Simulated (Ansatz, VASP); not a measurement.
# BiAs: VASP beside Ansatz

```xyz
2
Lattice="0.0000 3.0165 3.0165 3.0165 0.0000 3.0165 3.0165 3.0165 0.0000" Properties=species:S:1:pos:R:3 pbc="T T T"
As    0.0000    0.0000    0.0000
Bi    3.0165    3.0165    3.0165
```

Alike in both runs: functional PBE; k mesh 11 × 11 × 11; occupations fermi-dirac, width 0.03 eV; no spin polarisation.

Ansatz relaxed the structure, and its values are those at the end. VASP's run is a single point on that final structure, the one shown.

|  | VASP | Ansatz |
| --- | --- | --- |
| version | VASP 6.6.1 | Ansatz 0.2.0 |
| potentials or method | VASP PAW PBE potentials, release 64 (As, Bi_d) | PAW with Ansatz's default frozen-core files, scalar-relativistic |
| plane-wave cutoff (eV) | 520 | 420 |
| valence electrons in the cell | 20 | 30 |

|  | VASP | Ansatz | Ansatz less VASP |
| --- | --- | --- | --- |
| pressure (GPa) | 0.0 | 0.0 | 0.00 |

With one functional, cell and mesh, what is left measures potentials, basis and numerics. VASP's potentials hold 20 valence electrons a cell and Ansatz's 30, so a difference there can come from the potentials and not from the codes.

Neither program's run includes spin-orbit coupling.
